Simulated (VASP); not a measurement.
A run of VASP 6.6.1:

File POSCAR:

```
Co
1.0
    2.8700000000      0.0000000000      0.0000000000
    0.0000000000      2.9274000000      0.0000000000
    0.0000000000      0.0000000000      2.8413000000
Co
2
Direct
    0.0000000000      0.0000000000      0.0000000000
    0.5200000000      0.4900000000      0.5066666667
```

Contents of INCAR.step1:

```
  ALGO = Normal
  EDIFF = 1E-5
  ENCUT = 660
  GGA = PE
  GGA_COMPAT = False
  ISMEAR = -1
  ISPIN = 2
  LASPH = True
  LCHARG = False
  LMAXMIX = 4
  LREAL = False
  LWAVE = True
  MAGMOM = 2 -2
  NBANDS = 20
  NELM = 200
  PREC = Accurate
  SIGMA = 0.1
```

INCAR.step2

```
  ALGO = Normal
  EDIFF = 1E-6
  ENCUT = 660
  GGA_COMPAT = False
  ISIF = 2
  ISMEAR = -1
  ISPIN = 2
  ISTART = 1
  LASPH = True
  LCHARG = False
  LMAXMIX = 4
  LMIXTAU = True
  LORBIT = 11
  LREAL = False
  LWAVE = False
  MAGMOM = 2 -2
  METAGGA = R2SCAN
  NBANDS = 20
  NELM = 200
  PREC = Accurate
  SIGMA = 0.1
```

File KPOINTS:

```
k-points
0
Gamma
  6 6 6
```

Potentials or basis: VASP PAW PBE potentials, release 64 (Co).

The run is started by

```sh
$ cat potpaw_PBE.64/Co/POTCAR > POTCAR
$ cp INCAR.step1 INCAR
$ mpirun -np 1 vasp_std > vasp.out
$ cp INCAR.step2 INCAR
$ mpirun -np 1 vasp_std > vasp.out
```

Hardware: 1 thread of Oxide Virtual Turin-like Processor (shared host).

Task: How long does it take, and how much memory?

Result: Wall time 14 min on 1 thread of Oxide Virtual Turin-like Processor (shared host), peak memory 0.21 GiB. Counts: k points 112.
